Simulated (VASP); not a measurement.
# KF (Carobbiite) (Fm-3m) in VASP: settings compared, part 2 of 2

VASP 6.6.1. Earlier steps stand in the parts before.

### 4 Single point, LDA

Contents of INCAR:

```
SYSTEM = KF
  PREC = Accurate
  ENCUT = 520
  EDIFF = 1E-6
  ISMEAR = -5
  SIGMA = 0.1
  LREAL = .FALSE.
  LASPH = .TRUE.
  NELM = 80
  ALGO = Normal
  ISIF = 2
  LWAVE = .FALSE.
  LCHARG = .FALSE.
  GGA = CA
  NBANDS = 15
```

Contents of KPOINTS:

```
regular mesh
0
G
  9 9 9
  0 0 0
```

Contents of POSCAR:

```
KF
1.0
    0.0000000000      2.6718500000      2.6718500000
    2.6718500000      0.0000000000      2.6718500000
    2.6718500000      2.6718500000      0.0000000000
K F
1 1
Direct
    0.0000000000      0.0000000000      0.0000000000
    0.5000000000      0.5000000000      0.5000000000
```

Potentials or basis: VASP PAW LDA potentials, release 64 (K_sv, F).

Launch:

```
$ cat potpaw_LDA.64/K_sv/POTCAR potpaw_LDA.64/F/POTCAR > POTCAR
$ mpirun -np 1 vasp_std > vasp.out
```

OUTCAR:

```text
SYSTEM = KF
   PREC = Accurate
   ENCUT = 520
   EDIFF = 1E-6
   ISMEAR = -5
   LREAL = .FALSE.
   LASPH = .TRUE.
   NELM = 80
   ISIF = 2
   GGA = CA

 ion  position               nearest neighbor table
   1  0.000  0.000  0.000-   2 2.67   2 2.67   2 2.67   2 2.67   2 2.67   2 2.67
   2  0.500  0.500  0.500-   1 2.67   1 2.67   1 2.67   1 2.67   1 2.67   1 2.67

  LATTYP: Found a face centered cubic cell.
 ALAT       =     5.3437000000

  Lattice vectors:

 A1 = (   0.0000000000,   2.6718500000,   2.6718500000)
 A2 = (   2.6718500000,   0.0000000000,   2.6718500000)
 A3 = (   2.6718500000,   2.6718500000,   0.0000000000)

Analysis of symmetry for initial positions (statically):
=====================================================================
 Subroutine PRICEL returns:
 Original cell was already a primitive cell.

 Routine SETGRP: Setting up the symmetry group for a
 face centered cubic supercell.

 Subroutine GETGRP returns: Found 48 space group operations
[... 9 lines left out ...]

 Routine SETGRP: Setting up the symmetry group for a
 face centered cubic supercell.

 Subroutine GETGRP returns: Found 48 space group operations
[... 11 lines left out ...]
                                     Primitive cell

  volume of cell :      38.1475

  direct lattice vectors                    reciprocal lattice vectors
     0.000000000  2.671850000  2.671850000    -0.187136254  0.187136254  0.187136254
     2.671850000  0.000000000  2.671850000     0.187136254 -0.187136254  0.187136254
     2.671850000  2.671850000  0.000000000     0.187136254  0.187136254 -0.187136254

  length of vectors
     3.778566507  3.778566507  3.778566507     0.324129500  0.324129500  0.324129500

  position of ions in fractional coordinates (direct lattice)
     0.000000000  0.000000000  0.000000000
     0.500000000  0.500000000  0.500000000

  ion indices of the primitive-cell ions
   primitive index   ion index
                 1           1
                 2           2

----------------------------------------------------------------------------------------

 KPOINTS: regular mesh

Automatic generation of k-mesh.
 Grid dimensions read from file:
 generate k-points for:    9    9    9

 Generating k-lattice:

  Cartesian coordinates                     Fractional coordinates (reciprocal lattice)
    -0.020792917  0.020792917  0.020792917     0.111111111  0.000000000  0.000000000
     0.020792917 -0.020792917  0.020792917     0.000000000  0.111111111  0.000000000
     0.020792917  0.020792917 -0.020792917     0.000000000  0.000000000  0.111111111

  Length of vectors
     0.036014389  0.036014389  0.036014389

  Shift w.r.t. Gamma in fractional coordinates (k-lattice)
     0.000000000  0.000000000  0.000000000

 TETIRR: Found    115 inequivalent tetrahedra from     4374

 Subroutine IBZKPT returns following result:
 ===========================================

 Found     35 irreducible k-points:

 Following reciprocal coordinates:
            Coordinates               Weight
  0.000000  0.000000  0.000000      1.000000
  0.111111  0.000000  0.000000      8.000000
  0.222222  0.000000  0.000000      8.000000
  0.333333  0.000000  0.000000      8.000000
  0.444444  0.000000  0.000000      8.000000
  0.111111  0.111111  0.000000      6.000000
[... 16 lines left out ...]
 -0.333333  0.333333  0.000000     12.000000
  0.444444  0.444444  0.000000      6.000000
 [... further k-points ...]
   k-points           NKPTS =     35   k-points in BZ     NKDIM =     35   number of bands    NBANDS=     15
   number of dos      NEDOS =    301   number of ions     NIONS =      2
   total plane-waves  NPLWV =  21952
   dimension x,y,z NGX =    28 NGY =   28 NGZ =   28
   dimension x,y,z NGXF=    56 NGYF=   56 NGZF=   56
   ions per type =               1   1
   NGX,Y,Z   is equivalent  to a cutoff of  12.32, 12.32, 12.32 a.u.
   NGXF,Y,Z  is equivalent  to a cutoff of  24.64, 24.64, 24.64 a.u.
 SYSTEM =  KF
   PREC   = accura    normal or accurate (medium, high low for compatibility)
   ISTART =      0    job   : 0-new  1-cont  2-samecut
   ICHARG =      2    charge: 1-file 2-atom 10-const
   ISPIN  =      1    spin polarized calculation?
   LNONCOLLINEAR =      F non collinear calculations
   LSORBIT =      F    spin-orbit coupling
   LASPH  =      T    aspherical Exc in radial PAW
   ENCUT  =  520.0 eV  38.22 Ry    6.18 a.u.   7.03  7.03  7.03*2*pi/ulx,y,z
   NELM   =     80;   NELMIN=  2; NELMDL= -5     # of ELM steps
   EDIFF  = 0.1E-05   stopping-criterion for ELM
   LREAL  =      F    real-space projection
   EDIFFG = 0.1E-04   stopping-criterion for IOM
   NSW    =      0    number of steps for IOM
   IBRION =     -1    ionic relax: 0-MD 1-quasi-New 2-CG
   NFREE  =      0    steps in history (QN), initial steepest desc. (CG)
   ISIF   =      2    stress and relaxation
   ISYM   =      2    0-nonsym 1-usesym 2-fastsym
   POTIM  = 0.5000    time-step for ionic-motion
   TEBEG  =    0.0;   TEEND  =   0.0 temperature during run
   PSTRESS=    0.0 pullay stress
   NELECT =      16.0000    total number of electrons
   NUPDOWN=      -1.0000    fix difference up-down
   EMIN   =  10.00;   EMAX   =-10.00  energy-range for DOS
   EFERMI =   0.00;   METHOD = LEGACY
   ISMEAR =    -5;   SIGMA  =   0.10  broadening in eV -4-tet -1-fermi 0-gaus
   EFERMI_NEDOS =   21; number of points for ismear=-14 and -15
   IALGO  =     38    algorithm
   IMIX   =      4    mixing-type and parameters
     AMIX     =   0.40;   BMIX     =  1.00
     AMIX_MAG =   1.60;   BMIX_MAG =  1.00
  volume/ion in A,a.u.               =      19.07       128.72
  Fermi-wavevector in a.u.,A,eV,Ry     =   1.225442  2.315750 20.431978  1.501708
  Thomas-Fermi vector in A             =   2.360480
   LORBIT       =      0    0 simple, 1 ext, 2 COOP (PROOUT), +10 PAW based schemes
   GGA     = CA    functional components
   LHFCALC =     F    Hartree Fock is set to
   AEXX    =    0.0000 exact exchange contribution
   IVDW    =     0    specifies the selected vdW correction
   LEPSILON=     F    determine dielectric tensor
   LRPA    =     F    only Hartree local field effects (RPA)
 non-spin polarized calculation
 Fermi weights with tetrahedron method with Bloechl corrections
  energy-cutoff  :      520.00
  volume of cell :       38.15
 maximum number of plane-waves:      1037
   NGX = 13   NGY = 13   NGZ = 13

 number of electron      16.0000002 magnetization

 Free energy of the ion-electron system (eV)
  ---------------------------------------------------
  ext. energy  EPLUGINS =         0.00000000
  ---------------------------------------------------
  free energy    TOTEN  =        -9.03423188 eV

  energy without entropy =       -9.03423188  energy(sigma->0) =       -9.03423188

 E-fermi :  -3.1483     XC(G=0):  -9.1221

 val. band max:       -3.2322546638   @ k =   0.0000   0.0000   0.0000
 cond. band min:       2.5596804126   @ k =   0.0000   0.0000   0.0000
 fundamental gap:      5.7919350764
 Fermi energy:        -3.1482814556

 k-point     1 :       0.0000    0.0000    0.0000
  band No.  band energies     occupation
      1     -28.8634      2.00000
      2     -21.4483      2.00000
      3     -12.3357      2.00000
      4     -12.3357      2.00000
      5     -12.3357      2.00000
      6      -3.2323      2.00000
      7      -3.2323      2.00000
      8      -3.2323      2.00000
      9       2.5597      0.00000
     10       7.2823      0.00000
     11       7.2823      0.00000
     12       7.2823      0.00000
     13       9.0153      0.00000
     14       9.0153      0.00000
     15      13.1428      0.00000
[... 397 lines left out ...]
 k-point    24 :       0.4444    0.4444    0.0000
  band No.  band energies     occupation
      1     -28.7394      2.00000
      2     -21.4702      2.00000
      3     -12.9114      2.00000
      4     -12.5578      2.00000
      5     -12.5578      2.00000
      6      -3.4834      2.00000
      7      -3.2884      2.00000
      8      -3.2884      2.00000
      9       4.7198      0.00000
     10       6.6213      0.00000
     11       8.3176      0.00000
     12      10.3013      0.00000
     13      10.8344      0.00000
     14      10.8344      0.00000
     15      12.6894      0.00000

 [... further k-points ...]
[... 5 lines left out ...]
  --------------------------------------------------------------------------------------
  -------------------------------------------------------------------------------------
  Total       -0.8094828     -0.8094828     -0.8094828      0.0000000     -0.0000000      0.0000000
  in kB      -33.9978903    -33.9978903    -33.9978903      0.0000000     -0.0000000      0.0000000
  external PRESSURE =     -33.9978903 kB  Pullay stress =       0.0000000 kB

 VOLUME and BASIS-vectors are now :
 -----------------------------------------------------------------------------
  energy-cutoff  :      520.00
  volume of cell :       38.15
      direct lattice vectors                 reciprocal lattice vectors
     0.000000000  2.671850000  2.671850000    -0.187136254  0.187136254  0.187136254
     2.671850000  0.000000000  2.671850000     0.187136254 -0.187136254  0.187136254
     2.671850000  2.671850000  0.000000000     0.187136254  0.187136254 -0.187136254

 POSITION                                       TOTAL-FORCE (eV/Angst)
 -----------------------------------------------------------------------------------
      0.00000      0.00000      0.00000         0.000000      0.000000     -0.000000
      2.67185      2.67185      2.67185        -0.000000     -0.000000      0.000000
 -----------------------------------------------------------------------------------
    total drift:                                0.000000      0.000000      0.000000

  FREE ENERGIE OF THE ION-ELECTRON SYSTEM (eV)
  ---------------------------------------------------
  free  energy   TOTEN  =        -9.0342318825 eV

  energy  without entropy=       -9.0342318825  energy(sigma->0) =       -9.03423188
```

OSZICAR:

```text
N       E                     dE             d eps       ncg     rms          rms(c)
DAV:   1     0.116382787636E+03    0.11638E+03   -0.80984E+03  1065   0.103E+03
DAV:   2    -0.537504458804E+01   -0.12176E+03   -0.10811E+03  1367   0.294E+02
DAV:   3    -0.101042032777E+02   -0.47292E+01   -0.46989E+01  1368   0.517E+01
DAV:   4    -0.102372426197E+02   -0.13304E+00   -0.13301E+00  1405   0.866E+00
DAV:   5    -0.102394848331E+02   -0.22422E-02   -0.22422E-02  1393   0.887E-01    0.607E+00
DAV:   6    -0.911593980260E+01    0.11235E+01   -0.32012E+00  1120   0.145E+01    0.404E+00
DAV:   7    -0.906230383714E+01    0.53636E-01   -0.81726E-02  1302   0.221E+00    0.240E+00
DAV:   8    -0.903409696790E+01    0.28207E-01   -0.49233E-02  1288   0.215E+00    0.212E-01
DAV:   9    -0.903407612155E+01    0.20846E-04   -0.29092E-03  1197   0.472E-01    0.980E-02
DAV:  10    -0.903422835012E+01   -0.15223E-03   -0.26766E-04  1331   0.170E-01    0.508E-02
DAV:  11    -0.903423334960E+01   -0.49995E-05   -0.46113E-05  1416   0.763E-02    0.138E-02
DAV:  12    -0.903423175528E+01    0.15943E-05   -0.57106E-06  1328   0.272E-02    0.240E-03
DAV:  13    -0.903423188253E+01   -0.12724E-06   -0.35216E-07   875   0.543E-03
   1 F= -.90342319E+01 E0= -.90342319E+01  d E =0.000000E+00
```

It used 26 s of CPU time on 1 thread of AMD EPYC 7R13 Processor (Zen 3), with other jobs on the host.

Results:

* Free energy: -9.0342 eV
* Pressure: -3.4 GPa
* Band gap on the k mesh: 5.79 eV, direct

A k mesh can miss the band edges. A hybrid or GW would open this gap; LDA tends to underestimate it.

### 5 Single point, revPBE+D3(BJ) (volume scaled by 1.08)

Contents of INCAR:

```
ALGO = Normal
EDIFF = 1E-6
ENCUT = 520
GGA = RE
ISIF = 2
ISMEAR = 0
IVDW = 12
LASPH = True
LCHARG = False
LREAL = False
LWAVE = False
NBANDS = 15
NELM = 100
PREC = Accurate
SIGMA = 0.01
```

Contents of KPOINTS:

```
k-points
0
Gamma
  9 9 9
```

Contents of POSCAR:

```
KF
1.0
    0.0000000000      2.7053610988      2.7053610988
    2.7053610988      0.0000000000      2.7053610988
    2.7053610988      2.7053610988      0.0000000000
K F
1 1
Direct
    0.0000000000      0.0000000000      0.0000000000
    0.5000000000      0.5000000000      0.5000000000
```

Potentials or basis: VASP PAW PBE potentials, release 64 (K_sv, F).

Launch:

```
$ cat potpaw_PBE.64/K_sv/POTCAR potpaw_PBE.64/F/POTCAR > POTCAR
$ mpirun -np 1 vasp_std > vasp.out
```

Wall time 11 s (1 thread of AMD EPYC 9R45 (Zen 5), shared host); peak memory 0.14 GiB.

Results (log left out):

```yaml
Free_energy: -8.4521 eV
Pressure: 0.0 GPa
Band_gap_on_the_k_mesh: 6.28 eV, direct
Dispersion_energy_per_atom: -0.277 eV
```

Levels at points of the mesh, in eV from the valence-band top:
```csv
k point,band 6,band 7,band 8,band 9,band 10,band 11
"(0.00, 0.00, 0.00)",0.00,0.00,0.00,6.28,10.67,10.67
```

Caveat: the PAW data sets were made with another functional, which shifts forces and pressure a little.

### 6 Summary

```csv
level,potentials or basis,cell,k mesh,smearing,gap on the mesh (eV),pressure (GPa)
PBE,"VASP PAW PBE potentials, release 64 (K_sv, F)","a = 3.779 Å, angles 60.0°, 2 atoms",6 × 6 × 6,fermi-dirac 0.05 eV,6.17,1.4
PBEsol,"VASP PAW PBE potentials, release 64 (K_sv, F)","a = 3.701 Å, angles 60.0°, 2 atoms",9 × 9 × 9,fermi-dirac 0.05 eV,6.35,1.6
LDA,"VASP PAW LDA potentials, release 64 (K_sv, F)","a = 3.779 Å, angles 60.0°, 2 atoms",9 × 9 × 9,tetrahedron,5.79,-3.4
revPBE+D3(BJ),"VASP PAW PBE potentials, release 64 (K_sv, F)","a = 3.826 Å, angles 60.0°, 2 atoms",9 × 9 × 9,gaussian 0.01 eV,6.28,0.0
```

Alike in all rows: task single point; no spin polarisation; cutoff (eV) 520.

Caveats: the PAW data sets were made with another functional, which shifts forces and pressure a little (some runs).

Total energies depend on the potentials used, so only differences within one code and one set of settings carry meaning.
